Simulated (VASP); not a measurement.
Set up this calculation in VASP 6.6.1, as the native input.

- Task: single point
- Functional: PBEsol
- Potentials or basis: VASP PAW PBE potentials, release 64 (Zr_sv)
- Cutoff: 520 eV
- k mesh: 13 × 13 × 7
- Occupations: fermi-dirac, width 0.08 eV
- Spin: no spin polarisation
- Dipole correction: no
- k mesh for the DOS: 20 × 20 × 11
- Occupations for the DOS: tetrahedron
- Further INCAR settings: ALGO = Normal; EDIFF = 1e-06

Crystal: Zr.

```
Zr
1.0
     3.23200    0.00000    0.00000
    -1.61600    2.79899    0.00000
     0.00000    0.00000    5.14700
Zr
2
Direct
  0.33333 0.66667 0.25000
  0.66667 0.33333 0.75000
```

The input as run:

POSCAR

```
Zr
1.0
    3.2319982225      0.0000000000      0.0000000000
   -1.6159991112      2.7989925656      0.0000000000
    0.0000000000      0.0000000000      5.1470000000
Zr
2
Direct
    0.3333333333      0.6666666667      0.2500000000
    0.6666666667      0.3333333333      0.7500000000
```

INCAR.step1

```
SYSTEM = Zr
PREC = Accurate ; ENCUT = 520
EDIFF = 1E-6 ; ISMEAR = -1
SIGMA = 0.08 ; LREAL = .FALSE.
LASPH = .TRUE. ; NELM = 80
ALGO = Normal ; ISIF = 2
LWAVE = .FALSE. ; LCHARG = .TRUE.
LMAXMIX = 4 ; GGA = PS
NBANDS = 19
```

KPOINTS.step1

```
Automatic mesh
0
G
  13 13 7
  0 0 0
```

INCAR.step2

```
SYSTEM = Zr
PREC = Accurate ; ENCUT = 520
EDIFF = 1E-6 ; ISMEAR = -5
SIGMA = 0.08 ; LREAL = .FALSE.
LASPH = .TRUE. ; NELM = 80
ALGO = Normal ; ISIF = 2
LWAVE = .FALSE. ; LCHARG = .FALSE.
LMAXMIX = 4 ; GGA = PS
LORBIT = 10 ; NEDOS = 1001
ICHARG = 11
```

KPOINTS.step2

```
Automatic mesh
0
G
  20 20 11
  0 0 0
```

Potentials or basis: VASP PAW PBE potentials, release 64 (Zr_sv).

Command:

```sh
$ cat potpaw_PBE.64/Zr_sv/POTCAR > POTCAR
$ cp INCAR.step1 INCAR
$ cp KPOINTS.step1 KPOINTS
$ mpirun -np 1 vasp_std > vasp.out
$ cp INCAR.step2 INCAR
$ cp KPOINTS.step2 KPOINTS
$ mpirun -np 1 vasp_std > vasp.out
```

It gave:

```json
{
 "Valence electrons inside the program's atomic spheres": "Zr 9.82"
}
```

Run time: 99 s on 1 thread of Intel(R) Xeon(R) Platinum 8259CL CPU @ 2.50GHz (Skylake/Cascade Lake), with other jobs on the host, peak memory 0.28 GiB.
